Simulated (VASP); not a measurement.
A run of VASP 6.6.1 is set up as follows.

File POSCAR:

```
Sb
1.0
    3.1620977603      0.0821324094      0.0821324094
    0.0821324094      3.1620977603      0.0821324094
    0.0821324094      0.0821324094      3.1620977603
Sb
1
Direct
    0.0000000000      0.0000000000      0.0000000000
```

Contents of INCAR.step1:

```
ALGO     = Normal         # electronic algorithm
EDIFF    = 1E-5           # SCF threshold, eV
ENCUT    = 550            # plane-wave cutoff, eV
GGA      = PE             # functional
GGA_COMPAT= F            
ISMEAR   = 0              # smearing method
LASPH    = T              # aspherical terms in the spheres
LCHARG   = F              # write CHGCAR
LREAL    = F              # projectors in reciprocal space
LWAVE    = T              # write WAVECAR
NBANDS   = 8              # bands
NELM     = 120            # most SCF steps
PREC     = Accurate       # precision mode
SIGMA    = 0.15           # smearing width, eV
```

INCAR.step2

```
ALGO     = Normal         # electronic algorithm
EDIFF    = 1E-6           # SCF threshold, eV
ENCUT    = 550            # plane-wave cutoff, eV
GGA_COMPAT= F            
ISIF     = 2              # what is computed and relaxed
ISMEAR   = 0              # smearing method
ISTART   = 1            
LASPH    = T              # aspherical terms in the spheres
LCHARG   = F              # write CHGCAR
LMIXTAU  = T            
LREAL    = F              # projectors in reciprocal space
LWAVE    = F              # write WAVECAR
METAGGA  = R2SCAN         # meta-GGA
NBANDS   = 8              # bands
NELM     = 120            # most SCF steps
PREC     = Accurate       # precision mode
SIGMA    = 0.15           # smearing width, eV
```

File KPOINTS:

```
k-points
0
Gamma
  16 16 16
```

Potentials or basis: VASP PAW PBE potentials, release 64 (Sb).

Launch:

```console
$ cat potpaw_PBE.64/Sb/POTCAR > POTCAR
$ cp INCAR.step1 INCAR
$ mpirun -np 1 vasp_std > vasp.out
$ cp INCAR.step2 INCAR
$ mpirun -np 1 vasp_std > vasp.out
```

Question: What does it give for the band gap on the k mesh?

Answer: Zero (an odd number of electrons rules out a gap without spin polarisation).

Question: Predict the pressure.

Answer: -3.8 GPa.

Stress tensor (GPa, compression positive):
```
-3.77 -1.01 -1.01
-1.01 -3.77 -1.01
-1.01 -1.01 -3.77
```

Caveat: the cell stands under tension; the PAW data sets were made with another functional, which shifts forces and pressure a little; spin-orbit coupling is left out, which moves the levels of the heavy elements; an odd number of electrons without spin polarisation forces a metal; a magnetic or distorted state may lie lower.
